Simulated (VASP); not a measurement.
AlInC4N4: single point with PBE

AlInC4N4:

```
Al In C N
1.0
     5.98615    0.00000    0.00000
     0.00000    5.98615    0.00000
     0.00000    0.00000    5.98615
Al In C N
1 1 4 4
Direct
  0.50000 0.50000 0.50000
  0.00000 0.00000 0.00000
  0.20842 0.20842 0.20842
  0.20842 0.79158 0.79158
  0.79158 0.20842 0.79158
  0.79158 0.79158 0.20842
  0.32274 0.32274 0.32274
  0.32274 0.67726 0.67726
  0.67726 0.32274 0.67726
  0.67726 0.67726 0.32274
```

```yaml
Program: VASP 6.6.1
Task: single point
Functional: PBE
Potentials_or_basis: VASP PAW PBE potentials, release 64 (Al, In_d, C, N)
Cutoff: 520 eV
k_mesh: 4 × 4 × 4
Occupations: gaussian, width 0.1 eV
Spin: no spin polarisation
Dipole_correction: no
Further_INCAR_settings: ALGO = Normal; EDIFF = 1e-06; NBANDS = 37
```

- Pressure: 0.4 GPa
- Largest force: 0.313 eV/Å
- Band gap on the k mesh: zero (band 26 reaches 2.58 eV, above the bottom of band 27 at 2.22 eV)

Forces in eV/Å, atoms in the order of the input:
```
Al   0.000  0.000  0.000
In   0.000  0.000  0.000
C   -0.178 -0.178 -0.178
C   -0.178  0.178  0.178
C    0.178 -0.178  0.178
C    0.178  0.178 -0.178
N    0.181  0.181  0.181
N    0.181 -0.181 -0.181
N   -0.181  0.181 -0.181
N   -0.181 -0.181  0.181
```

Levels at points of the mesh, in eV from the Fermi level:
| k point | band 23 | band 24 | band 25 | band 26 | band 27 | band 28 | band 29 | band 30 |
| --- | --- | --- | --- | --- | --- | --- | --- | --- |
| (0.00, 0.00, 0.00) | -6.26 | -6.26 | -6.26 | -0.18 | -0.18 | -0.18 | 0.55 | 0.55 |
| (0.50, 0.00, 0.00) | -6.42 | -6.09 | -6.09 | 0.06 | 0.06 | 0.08 | 0.40 | 1.23 |
| (0.50, 0.50, 0.00) | -6.14 | -6.12 | -6.12 | 0.16 | 0.22 | 0.42 | 0.42 | 1.23 |
| (0.50, 0.50, 0.50) | -6.14 | -6.14 | -6.14 | 0.17 | 0.17 | 0.17 | 0.75 | 0.75 |

It took 38 s on 1 thread of Intel(R) Xeon(R) 6975P-C (Granite Rapids) (shared host), peak memory 0.36 GiB.

Caveat: spin-orbit coupling is left out, which moves the levels of the heavy elements.
